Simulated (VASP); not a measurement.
Runs of VASP 6.6.1 on Ge. The structure is that of space group Fd-3m (No. 227), or close to it. The cells are those of the table. 

| task | level | cell | cutoff (eV) | gap on the mesh (eV) | pressure (GPa) | relaxed volume (Å³/atom) |
| --- | --- | --- | --- | --- | --- | --- |
| single point | revPBE+D3(BJ) | a = 4.013 Å, angles 60.0°, 2 atoms | 500 | (c) | -0.2 | - |
| relaxation of cell and atoms | r2SCAN+D4 | relaxed from a = 4.001 Å, angles 60.0°, 2 atoms | 550 | 0.41 | -0.1 | - |
| relaxation of cell and atoms | revPBE+D3(BJ) | relaxed from a = 4.001 Å, angles 60.0°, 2 atoms | 500 | 0.06 | 0.0 | (a) |
| single point | r2SCAN+D4 | a = 3.998 Å, angles 60.0°, 2 atoms | 550 | 0.43 | 0.1 | - |
| relaxation of cell and atoms | r2SCAN | relaxed from a = 4.001 Å, angles 60.0°, 2 atoms | 550 | 0.32 | 0.0 | 22.84 |
| single point | r2SCAN | a = 4.010 Å, angles 60.0°, 2 atoms | 550 | (b) | 0.1 | - |

Alike in all rows: potentials or basis VASP PAW PBE potentials, release 64 (Ge_d); no spin polarisation; k mesh 6 × 6 × 6; smearing gaussian 0.01 eV.

Q: Fill in the values left out.

A: (a) 22.78; (b) 0.34; (c) 0.04.

Caveats: the PAW data sets were made with another functional, which shifts forces and pressure a little; the relaxation stopped at its first step, so nothing moved (at least some runs).

A k mesh can miss the band edges, and the runs leave out spin-orbit coupling on Ge.
